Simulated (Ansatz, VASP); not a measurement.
## One calculation of Pd2PtS6, two programs

```
Pd Pt S
1.0
     6.17050    0.00000    0.00000
    -3.08525    5.34381    0.00000
     0.00000    0.00000    6.27309
Pd Pt S
2 1 6
Direct
  0.66667 0.33333 0.00000
  0.33333 0.66667 0.00000
  0.00000 0.00000 0.00000
  0.66688 0.66688 0.19700
  0.33312 0.00000 0.19700
  0.00000 0.33312 0.19700
  0.00000 0.66688 0.80300
  0.66688 0.00000 0.80300
  0.33312 0.33312 0.80300
```

Alike in both runs: task single point; functional r2SCAN; k mesh 6 × 6 × 6; occupations gaussian, width 0.02 eV; no spin polarisation.

|  | VASP | Ansatz |
| --- | --- | --- |
| version | VASP 6.6.1 | Ansatz 0.2.0 |
| potentials or method | VASP PAW PBE potentials, release 64 (Pd, Pt, S), cutoff 520 eV | scalar-relativistic, plane waves, PAW |
| valence electrons in the cell | 66 | 90 |

VASP gave:

```
gap on the k mesh at the Fermi level (eV)                     : 1.15
least direct gap on the mesh (eV)                             : 1.30
pressure (GPa)                                                : -1.9
traceless stress, the component that is largest in VASP (GPa) : 0.90
rms of the force components (eV/Å)                            : 0.034
```

**Question.** Which values does Ansatz return?

**Answer.** gap on the k mesh at the Fermi level (eV): 1.15; least direct gap on the mesh (eV): 1.30; pressure (GPa): -1.8; traceless stress, the component that is largest in VASP (GPa): 0.90; rms of the force components (eV/Å): 0.031.

VASP's potentials were made for PBE, not for r2SCAN. Atom by atom the forces differ by 0.005 eV/Å (rms over components). VASP's potentials hold 66 valence electrons a cell and Ansatz's 90, so a difference there can come from the potentials and not from the codes.

Neither program's run includes spin-orbit coupling.
